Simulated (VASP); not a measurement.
Write the native input for VASP 6.6.1 that does the following.

```
Task                   : single point
Functional             : LDA
Potentials or basis    : VASP PAW LDA potentials, release 64 (Al)
Cutoff                 : 520 eV
k mesh                 : 18 × 18 × 12
Occupations            : fermi-dirac, width 0.1 eV
Spin                   : no spin polarisation
Dipole correction      : no
Further INCAR settings : ALGO = Normal; EDIFF = 1e-06; NBANDS = 10
```

The structure of Al lies in POSCAR:

```
Al
1.0
   -3.1177802488      2.7317257121      1.2961257338
    2.7317257121     -3.1177802488      1.2961257338
    2.2655422105      2.2655422105     -2.0031853248
Al
2
Direct
    0.9895142962      0.0104857038      0.0000000000
    0.7604857038      0.2395142962      0.5000000000
```

This cell differs from its parent crystal: volume scaled by 0.88.

The input as run:

INCAR

```
SYSTEM = Al
ALGO = Normal ; EDIFF = 1E-6
ENCUT = 520 ; GGA = CA
ISIF = 2 ; ISMEAR = -1
LASPH = .True. ; LCHARG = .False.
LREAL = .False. ; LWAVE = .False.
NBANDS = 10 ; NELM = 60
PREC = Accurate ; SIGMA = 0.1
```

KPOINTS

```
k-points
0
Gamma
  18 18 12
  0 0 0
```

Potentials or basis: VASP PAW LDA potentials, release 64 (Al).

Launch:

```bash
$ cat potpaw_LDA.64/Al/POTCAR > POTCAR
$ mpirun -np 1 vasp_std > vasp.out
```

It gave:

- Pressure: 13.0 GPa
- Largest force: 0.085 eV/Å
- Band gap on the k mesh: zero (band 3 reaches 14.52 eV, above the bottom of band 4 at 4.51 eV)

Wall time 3.1 min on 1 thread of Intel Xeon 6975P-C, with other jobs on the host, peak memory 0.35 GiB.
